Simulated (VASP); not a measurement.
## BN: single point with PBE

The system is BN.

```
B N
1.0
     0.00000    1.81300    1.81300
     1.81300    0.00000    1.81300
     1.81300    1.81300    0.00000
B N
1 1
Cartesian
  0.0177 -0.0177 0.0000
  2.7195 2.7195 2.7195
```

This cell differs from its parent crystal: all B atoms moved +0.025 Å, as atom 1 along Cartesian [1 -1 0].

* Program: VASP 6.6.1
* Task: single point
* Functional: PBE
* Potentials or basis: VASP PAW PBE potentials, release 64 (B, N)
* Cutoff: 520 eV
* k mesh: 12 × 12 × 12
* Occupations: gaussian, width 0.05 eV
* Spin: no spin polarisation
* Dipole correction: no
* Further INCAR settings: ALGO = Normal; EDIFF = 1e-07; NBANDS = 11

| Quantity | Value |
| --- | --- |
| Pressure | 0.0 GPa |
| Largest force | 0.593 eV/Å |
| Band gap on the k mesh | 4.22 eV, indirect (least direct gap 8.38 eV) |

Forces on the atoms (eV/Å):
```
B   -0.419  0.419 -0.029
N    0.419 -0.419  0.029
```

Stress tensor (GPa, compression positive):
```
 0.00 -0.19  0.35
-0.19  0.00 -0.35
 0.35 -0.35  0.04
```

Levels at points of the mesh, in eV from the valence-band top:
| k point | band 1 | band 2 | band 3 | band 4 | band 5 | band 6 | band 7 | band 8 |
| --- | --- | --- | --- | --- | --- | --- | --- | --- |
| (0.00, 0.00, 0.00) | -20.35 | -0.45 | -0.21 | 0.00 | 8.38 | 8.55 | 8.75 | 9.99 |
| (0.50, 0.00, 0.00) | -16.17 | -10.77 | -2.29 | -2.07 | 9.79 | 10.17 | 10.59 | 14.82 |
| (0.00, 0.50, 0.00) | -16.18 | -10.88 | -2.21 | -1.99 | 9.79 | 10.33 | 10.71 | 15.06 |
| (0.00, 0.00, 0.50) | -16.17 | -10.82 | -2.33 | -1.95 | 9.73 | 10.14 | 10.81 | 14.94 |
| (0.50, 0.50, 0.00) | -14.82 | -9.08 | -5.08 | -5.07 | 4.22 | 8.94 | 17.56 | 17.60 |
| (0.00, 0.50, 0.50) | -14.82 | -9.08 | -5.15 | -5.00 | 4.23 | 8.95 | 17.43 | 17.72 |

It took 33 s on 1 thread of Intel(R) Xeon(R) Platinum 8488C (Sapphire Rapids), with other jobs on the host, peak memory 0.17 GiB.

Caveat: the cell differs from its parent crystal (all B atoms moved +0.025 Å, as atom 1 along Cartesian [1 -1 0]). A k mesh can miss the band edges.
